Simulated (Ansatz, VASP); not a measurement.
Two plane-wave programs on SnTe3

```
CELL_PARAMETERS angstrom
0.00000 3.73730 3.73730
3.73730 0.00000 3.73730
3.73730 3.73730 0.00000
ATOMIC_POSITIONS crystal
Sn 0.00000 0.00000 0.00000
Te 0.25000 0.25000 0.25000
Te 0.75000 0.75000 0.75000
Te 0.50000 0.50000 0.50000
```

Alike in both runs: task single point; functional PBE; dispersion D3(BJ); k mesh 3 × 3 × 3; occupations fermi-dirac, width 0.05 eV; no spin polarisation.

|  | VASP | Ansatz |
| --- | --- | --- |
| version | VASP 6.6.1 | Ansatz 0.2.0 |
| potentials or method | VASP PAW PBE potentials, release 64 (Sn_d, Te), cutoff 500 eV | plane waves, PAW |
| valence electrons in the cell | 32 | 62 |

|  | VASP | Ansatz | Ansatz less VASP |
| --- | --- | --- | --- |
| pressure (GPa) | -0.1 | 0.0 | +0.07 |

VASP's potentials hold 32 valence electrons a cell and Ansatz's 62, so a difference there can come from the potentials and not from the codes.

The k mesh is coarse, so the values compare programs but aren't converged. Spin-orbit coupling is off throughout.
